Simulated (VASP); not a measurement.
# Ti3H in VASP: a series of runs

Runs on Ti3H. Level: PBE. Tasks: single point.

Everything below comes from runs of VASP 6.6.1. Logs are shortened: lines on timing, memory, paths and dates and some standing lists are left out, and cuts for length are marked.

### 1 The cell of the first run

The cell holds a slab with vacuum, 4 atoms: a = 2.819 Å, b = 2.819 Å, c = 19.826 Å, α = 90.00°, β = 90.00°, γ = 109.47°.

### 2 Single point, PBE

INCAR reads:

```
ALGO = Normal
DIPOL = 0.5 0.5 0.360
EDIFF = 1E-6
ENCUT = 520
GGA = PE
IDIPOL = 3
ISIF = 2
ISMEAR = 0
LASPH = T
LCHARG = F
LDIPOL = T
LREAL = F
LWAVE = F
NBANDS = 26
NELM = 80
PREC = Accurate
SIGMA = 0.1
```

KPOINTS reads:

```
k-points
0
Gamma
  10 10 1
```

POSCAR reads:

```
Ti3H
1.0
    2.8192036097      0.0000000000      0.0000000000
   -0.9397345366      2.6579706533      0.0000000000
    0.0000000000      0.0000000000     19.8263799740
Ti H
3 1
Direct
    0.5000000000      0.5000000000      0.2017514042
    0.0000000000      0.0000000000      0.3111715134
    0.5000000000      0.5000000000      0.4199647129
    0.5000000000      0.5000000000      0.5080756529
```

Potentials or basis: VASP PAW PBE potentials, release 64 (Ti_sv, H).

Run with:

```sh
> cat potpaw_PBE.64/Ti_sv/POTCAR potpaw_PBE.64/H/POTCAR > POTCAR
> mpirun -np 1 vasp_std > vasp.out
```

OUTCAR:

```text
EDIFF = 1E-6
   ENCUT = 520
   GGA = PE
   ISIF = 2
   ISMEAR = 0
   LASPH = T
   LREAL = F
   NELM = 80
   PREC = Accurate

 ion  position               nearest neighbor table
   1  0.500  0.500  0.202-   2 2.71   2 2.71
   2  0.000  0.000  0.311-   3 2.70   3 2.70   1 2.71   1 2.71
   3  0.500  0.500  0.420-   4 1.75   2 2.70   2 2.70
   4  0.500  0.500  0.508-   3 1.75

  LATTYP: Found a base centered orthorhombic cell.
 ALAT       =     3.2553359259
 B/A-ratio  =     1.4142135624
 C/A-ratio  =     6.0904252050

  Lattice vectors:

 A1 = (   2.8192036097,   0.0000000000,   0.0000000000)
 A2 = (  -0.9397345366,   2.6579706533,   0.0000000000)
 A3 = (   0.0000000000,   0.0000000000,  19.8263799740)

Analysis of symmetry for initial positions (statically):
=====================================================================
 Subroutine PRICEL returns:
 Original cell was already a primitive cell.

 Routine SETGRP: Setting up the symmetry group for a
 base centered orthorhombic supercell.

 Subroutine GETGRP returns: Found  4 space group operations
 (whereof  4 operations were pure point group operations)
 out of a pool of  8 trial point group operations.

The static configuration has the point symmetry C_2v.

Analysis of symmetry for dynamics (positions and initial velocities):
=====================================================================
 Subroutine PRICEL returns:
 Original cell was already a primitive cell.

 Routine SETGRP: Setting up the symmetry group for a
 base centered orthorhombic supercell.

 Subroutine GETGRP returns: Found  4 space group operations
 (whereof  4 operations were pure point group operations)
 out of a pool of  8 trial point group operations.

The dynamic configuration has the point symmetry C_2v.

 Subroutine INISYM returns: Found  4 space group operations
 (whereof  4 operations are pure point group operations),
 and found     1 'primitive' translations

----------------------------------------------------------------------------------------

                                     Primitive cell

  volume of cell :     148.5662

  direct lattice vectors                    reciprocal lattice vectors
     2.819203610  0.000000000  0.000000000     0.354710102  0.125408959  0.000000000
    -0.939734537  2.657970653  0.000000000     0.000000000  0.376226878  0.000000000
     0.000000000  0.000000000 19.826379974     0.000000000  0.000000000  0.050437851

  length of vectors
     2.819203610  2.819203610 19.826379974     0.376226878  0.376226878  0.050437851

  position of ions in fractional coordinates (direct lattice)
     0.500000000  0.500000000  0.201751404
     0.000000000  0.000000000  0.311171513
     0.500000000  0.500000000  0.419964713
     0.500000000  0.500000000  0.508075653

  ion indices of the primitive-cell ions
   primitive index   ion index
                 1           1
                 2           2
                 3           3
                 4           4

----------------------------------------------------------------------------------------

 KPOINTS: k-points

Automatic generation of k-mesh.
 Grid dimensions read from file:
 generate k-points for:   10   10    1

 Generating k-lattice:

  Cartesian coordinates                     Fractional coordinates (reciprocal lattice)
     0.035471010  0.012540896  0.000000000     0.100000000  0.000000000  0.000000000
     0.000000000  0.037622688  0.000000000     0.000000000  0.100000000  0.000000000
     0.000000000  0.000000000  0.050437851     0.000000000  0.000000000  1.000000000

  Length of vectors
     0.037622688  0.037622688  0.050437851

  Shift w.r.t. Gamma in fractional coordinates (k-lattice)
     0.000000000  0.000000000  0.000000000

 Subroutine IBZKPT returns following result:
 ===========================================

 Found     31 irreducible k-points:

 Following reciprocal coordinates:
            Coordinates               Weight
  0.000000  0.000000  0.000000      1.000000
  0.100000  0.000000  0.000000      4.000000
  0.200000  0.000000  0.000000      4.000000
  0.300000  0.000000  0.000000      4.000000
  0.400000 -0.000000  0.000000      4.000000
  0.500000  0.000000  0.000000      2.000000
[... 16 lines left out ...]
  0.300000  0.300000  0.000000      2.000000
  0.400000  0.300000  0.000000      4.000000
 [... further k-points ...]
   k-points           NKPTS =     31   k-points in BZ     NKDIM =     31   number of bands    NBANDS=     26
   number of dos      NEDOS =    301   number of ions     NIONS =      4
   total plane-waves  NPLWV =  86400
   dimension x,y,z NGX =    24 NGY =   24 NGZ =  150
   dimension x,y,z NGXF=    48 NGYF=   48 NGZF=  300
   ions per type =               3   1
   NGX,Y,Z   is equivalent  to a cutoff of  14.15, 14.15, 12.58 a.u.
   NGXF,Y,Z  is equivalent  to a cutoff of  28.31, 28.31, 25.16 a.u.
 SYSTEM =  unknown system
   PREC   = accura    normal or accurate (medium, high low for compatibility)
   ISTART =      0    job   : 0-new  1-cont  2-samecut
   ICHARG =      2    charge: 1-file 2-atom 10-const
   ISPIN  =      1    spin polarized calculation?
   LNONCOLLINEAR =      F non collinear calculations
   LSORBIT =      F    spin-orbit coupling
   LASPH  =      T    aspherical Exc in radial PAW
   ENCUT  =  520.0 eV  38.22 Ry    6.18 a.u.   5.24  5.24 36.86*2*pi/ulx,y,z
   NELM   =     80;   NELMIN=  2; NELMDL= -5     # of ELM steps
   EDIFF  = 0.1E-05   stopping-criterion for ELM
   LREAL  =      F    real-space projection
   EDIFFG = 0.1E-04   stopping-criterion for IOM
   NSW    =      0    number of steps for IOM
   IBRION =     -1    ionic relax: 0-MD 1-quasi-New 2-CG
   NFREE  =      0    steps in history (QN), initial steepest desc. (CG)
   ISIF   =      2    stress and relaxation
   ISYM   =      2    0-nonsym 1-usesym 2-fastsym
   POTIM  = 0.5000    time-step for ionic-motion
   TEBEG  =    0.0;   TEEND  =   0.0 temperature during run
   PSTRESS=    0.0 pullay stress
   NELECT =      37.0000    total number of electrons
   NUPDOWN=      -1.0000    fix difference up-down
   EMIN   =  10.00;   EMAX   =-10.00  energy-range for DOS
   EFERMI =   0.00;   METHOD = LEGACY
   ISMEAR =     0;   SIGMA  =   0.10  broadening in eV -4-tet -1-fermi 0-gaus
   EFERMI_NEDOS =   21; number of points for ismear=-14 and -15
   IALGO  =     38    algorithm
   IMIX   =      4    mixing-type and parameters
     AMIX     =   0.40;   BMIX     =  1.00
     AMIX_MAG =   1.60;   BMIX_MAG =  1.00
  volume/ion in A,a.u.               =      37.14       250.64
  Fermi-wavevector in a.u.,A,eV,Ry     =   1.029996  1.946410 14.434299  1.060891
  Thomas-Fermi vector in A             =   2.164071
   LORBIT       =      0    0 simple, 1 ext, 2 COOP (PROOUT), +10 PAW based schemes
   GGA     = PE    functional components
   LHFCALC =     F    Hartree Fock is set to
   AEXX    =    0.0000 exact exchange contribution
   IVDW    =     0    specifies the selected vdW correction
   LEPSILON=     F    determine dielectric tensor
   LRPA    =     F    only Hartree local field effects (RPA)
 non-spin polarized calculation
 Gauss-broadening in eV      SIGMA  =   0.10
  energy-cutoff  :      520.00
  volume of cell :      148.57
 maximum number of plane-waves:      4027
 NGX is ok and might be reduce to    24
   NGX = 11   NGY = 11   NGZ = 73

 dipolmoment           0.000000      0.000000     -0.149570 electrons x Angstroem

 number of electron      36.9999992 magnetization

 dipolmoment           0.000000      0.000000      0.101679 electrons x Angstroem

 Free energy of the ion-electron system (eV)
  ---------------------------------------------------
  ext. energy  EPLUGINS =         0.00000000
  ---------------------------------------------------
  free energy    TOTEN  =       -24.37263499 eV

  energy without entropy =      -24.32827966  energy(sigma->0) =      -24.35045733

 E-fermi :  -0.6280     XC(G=0):  -5.1573

 val. band max:       -0.6355599454   @ k =   0.0000   0.0000   0.0000
 cond. band min:      -0.6244873684   @ k =   0.1000   0.0000   0.0000
 fundamental gap:      0.0110725770
 Fermi energy:        -0.6280247028

 k-point     1 :       0.0000    0.0000    0.0000
  band No.  band energies     occupation
      1     -57.2388      2.00000
      2     -57.2092      2.00000
      3     -56.8894      2.00000
      4     -33.6877      2.00000
      5     -33.4657      2.00000
      6     -33.2992      2.00000
[... 18 lines left out ...]
     25       1.7682      0.00000
     26       2.0540      0.00000

 k-point     2 :       0.1000    0.0000    0.0000
  band No.  band energies     occupation
      1     -57.2313      2.00000
      2     -57.2023      2.00000
      3     -56.8845      2.00000
      4     -33.6735      2.00000
      5     -33.4734      2.00000
      6     -33.3215      2.00000
[... 18 lines left out ...]
     25       1.7071      0.00000
     26       1.9011      0.00000

 k-point     3 :       0.2000    0.0000    0.0000
  band No.  band energies     occupation
      1     -57.2116      2.00000
      2     -57.1841      2.00000
      3     -56.8716      2.00000
      4     -33.6418      2.00000
      5     -33.5037      2.00000
      6     -33.4135      2.00000
[... 18 lines left out ...]
     25       1.7586      0.00000
     26       1.8580      0.00000

 k-point     4 :       0.3000    0.0000    0.0000
  band No.  band energies     occupation
      1     -57.1875      2.00000
      2     -57.1611      2.00000
      3     -56.8557      2.00000
      4     -33.6529      2.00000
      5     -33.5766      2.00000
      6     -33.5334      2.00000
[... 18 lines left out ...]
     25       1.9230      0.00000
     26       2.0006      0.00000

 k-point     5 :       0.4000   -0.0000    0.0000
  band No.  band energies     occupation
      1     -57.1681      2.00000
      2     -57.1420      2.00000
      3     -56.8429      2.00000
      4     -33.7422      2.00000
      5     -33.6623      2.00000
      6     -33.6178      2.00000
[... 18 lines left out ...]
     25       2.0302      0.00000
     26       2.1114      0.00000

 k-point     6 :       0.5000    0.0000    0.0000
  band No.  band energies     occupation
      1     -57.1608      2.00000
      2     -57.1345      2.00000
      3     -56.8381      2.00000
      4     -33.7843      2.00000
      5     -33.7031      2.00000
      6     -33.6472      2.00000
[... 427 lines left out ...]
 k-point    21 :      -0.3000    0.2000    0.0000
  band No.  band energies     occupation
      1     -57.1767      2.00000
      2     -57.1492      2.00000
      3     -56.8363      2.00000
      4     -33.6078      2.00000
      5     -33.5089      2.00000
      6     -33.4934      2.00000
[... 18 lines left out ...]
     25       1.4107      0.00000
     26       1.7515      0.00000

 k-point    22 :      -0.2000    0.2000    0.0000
  band No.  band energies     occupation
      1     -57.1971      2.00000
      2     -57.1688      2.00000
      3     -56.8527      2.00000
      4     -33.6280      2.00000
      5     -33.4389      2.00000
      6     -33.3863      2.00000
[... 18 lines left out ...]
     25       1.0644      0.00000
     26       1.4381      0.00000

 k-point    23 :       0.3000    0.3000    0.0000
  band No.  band energies     occupation
      1     -57.1442      2.00000
      2     -57.1179      2.00000
      3     -56.8210      2.00000
      4     -33.6288      2.00000
      5     -33.5821      2.00000
      6     -33.5372      2.00000
[... 18 lines left out ...]
     25       2.0991      0.00000
     26       2.5539      0.00000

 k-point    24 :       0.4000    0.3000    0.0000
  band No.  band energies     occupation
      1     -57.1333      2.00000
      2     -57.1071      2.00000
      3     -56.8070      2.00000
      4     -33.6655      2.00000
      5     -33.6409      2.00000
      6     -33.5747      2.00000
[... 18 lines left out ...]
     25       2.2201      0.00000
     26       2.6023      0.00000

 [... further k-points ...]

------------------------ aborting loop because EDIFF is reached ----------------------------------------

 vacuum level on the upper side and lower side of the slab       (xc-potential included)         1.056        -1.416

  FORCE on cell =-STRESS in cart. coord.  units (eV):
  Direction    XX          YY          ZZ          XY          YZ          ZX
  --------------------------------------------------------------------------------------
  -------------------------------------------------------------------------------------
  Total       -0.0950716      0.3288394      0.5381634      0.5995007      0.0000000      0.0000000
  in kB       -1.0252772      3.5462909      5.8036964      6.4651736      0.0000000      0.0000000
  external PRESSURE =       2.7749034 kB  Pullay stress =       0.0000000 kB

 VOLUME and BASIS-vectors are now :
 -----------------------------------------------------------------------------
  energy-cutoff  :      520.00
  volume of cell :      148.57
      direct lattice vectors                 reciprocal lattice vectors
     2.819203610  0.000000000  0.000000000     0.354710102  0.125408959  0.000000000
    -0.939734537  2.657970653  0.000000000     0.000000000  0.376226878  0.000000000
     0.000000000  0.000000000 19.826379974     0.000000000  0.000000000  0.050437851

 POSITION                                       TOTAL-FORCE (eV/Angst)
 -----------------------------------------------------------------------------------
      0.93973      1.32899      4.00000         0.000000      0.000000      0.071988
      0.00000      0.00000      6.16940        -0.000000      0.000000     -0.409173
      0.93973      1.32899      8.32638        -0.000000      0.000000      0.342648
      0.93973      1.32899     10.07330        -0.000000      0.000000     -0.005462
 -----------------------------------------------------------------------------------
    total drift:                               -0.000000     -0.000000      0.000329

  FREE ENERGIE OF THE ION-ELECTRON SYSTEM (eV)
  ---------------------------------------------------
  free  energy   TOTEN  =       -24.3726349918 eV

  energy  without entropy=      -24.3282796634  energy(sigma->0) =      -24.35045733

 vacuum level on the upper side and lower side of the slab         5.969         3.441
```

Wall time 3.2 min (1 thread of Intel Xeon 6975P-C (Granite Rapids), shared host); peak memory 0.32 GiB.

What came out:

| Property | Result |
| --- | --- |
| Free energy | -24.3726 eV |
| Largest force | 0.409 eV/Å |
| Band gap on the k mesh | zero (an odd number of electrons rules out a gap without spin polarisation) |

Forces on the atoms (eV/Å):
```
Ti   0.000  0.000  0.072
Ti   0.000  0.000 -0.409
Ti   0.000  0.000  0.343
H    0.000  0.000 -0.005
```

Levels at points of the mesh, in eV from the Fermi level:
```csv
k point,band 15,band 16,band 17,band 18,band 19,band 20,band 21,band 22,band 23,band 24
"(0.00, 0.00, 0.00)",-2.92,-2.36,-0.41,-0.01,0.10,0.92,1.10,1.12,1.32,2.33
"(0.50, 0.00, 0.00)",-1.74,-1.03,-0.42,-0.26,-0.20,0.64,0.70,1.48,2.51,2.68
"(0.50, 0.50, 0.00)",-1.88,-1.58,-0.80,-0.45,-0.19,1.31,1.36,2.33,2.34,2.98
```

### 3 Single point, PBE

INCAR reads:

```
SYSTEM = Ti3H
PREC = Accurate
ENCUT = 520
EDIFF = 1E-6
ISMEAR = 0
SIGMA = 0.1
LREAL = .FALSE.
LASPH = .TRUE.
NELM = 60
ALGO = Normal
ISIF = 2
LWAVE = .FALSE.
LCHARG = .FALSE.
LDIPOL = .TRUE.
IDIPOL = 3
DIPOL = 0.5 0.5 0.351
GGA = PE
NBANDS = 26
```

KPOINTS reads:

```
regular mesh
0
G
  10 10 1
  0 0 0
```

Changes to POSCAR since step 2:

```diff
@@ -11,2 +11,2 @@
     0.5000000000      0.5000000000      0.4199647129
-    0.5000000000      0.5000000000      0.5080756529
+    1.0000000000      1.0000000000      0.4705838913
```

Potentials or basis: VASP PAW PBE potentials, release 64 (Ti_sv, H).

Run with:

```sh
> cat potpaw_PBE.64/Ti_sv/POTCAR potpaw_PBE.64/H/POTCAR > POTCAR
> mpirun -np 1 vasp_std > vasp.out
```

Wall time 3 min (1 thread of Intel Xeon 6975P-C (Granite Rapids), shared host); peak memory 0.33 GiB.

Results (log left out):

```
Free energy            : -25.8155 eV
Largest force          : 0.363 eV/Å
Band gap on the k mesh : zero (an odd number of electrons rules out a gap without spin polarisation)
```

Forces in eV/Å, atoms in the order of the input:
```
Ti   0.000  0.000 -0.005
Ti   0.000  0.000 -0.351
Ti   0.000  0.000  0.363
H    0.000  0.000 -0.006
```

Levels at points of the mesh, in eV from the Fermi level:
```tsv
k point	band 16	band 17	band 18	band 19	band 20	band 21	band 22	band 23
(0.00, 0.00, 0.00)	-1.24	-0.43	-0.02	0.04	0.91	1.04	1.06	1.12
(0.50, 0.00, 0.00)	-1.64	-0.35	-0.35	-0.16	0.15	1.00	2.33	2.36
(0.50, 0.50, 0.00)	-1.86	-0.88	-0.25	1.01	1.11	1.33	2.03	2.23
```

The gap in the log of VASP goes by the Fermi energy; the results here count the filled bands.